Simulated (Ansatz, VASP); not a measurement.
**Two plane-wave programs on NaF**

```xyz
2
Lattice="0.0000 2.3605 2.3605 2.3605 0.0000 2.3605 2.3605 2.3605 0.0000" Properties=species:S:1:pos:R:3 pbc="T T T"
Na    0.0000    0.0000    0.0000
F     2.3605    2.3605    2.3605
```

Alike in both runs: task single point; functional PBEsol; k mesh 8 × 8 × 8; occupations gaussian, width 0.02 eV; no spin polarisation.

|  | VASP | Ansatz |
| --- | --- | --- |
| version | VASP 6.6.1 | Ansatz 0.2.0 |
| potentials or method | VASP PAW PBE potentials, release 64 (Na_pv, F), cutoff 520 eV | scalar-relativistic, plane waves, PAW |
| valence electrons in the cell | 14 | 16 |

```tsv
	VASP	Ansatz	Ansatz less VASP
gap on the k mesh at the Fermi level (eV)	5.88	5.90	+0.020
least direct gap on the mesh (eV)	5.88	5.90	+0.020
pressure (GPa)	-2.6	-2.5	+0.13
```

VASP's potentials were made for PBE, not for PBEsol. VASP's potentials hold 14 valence electrons a cell and Ansatz's 16, so a difference there can come from the potentials and not from the codes.
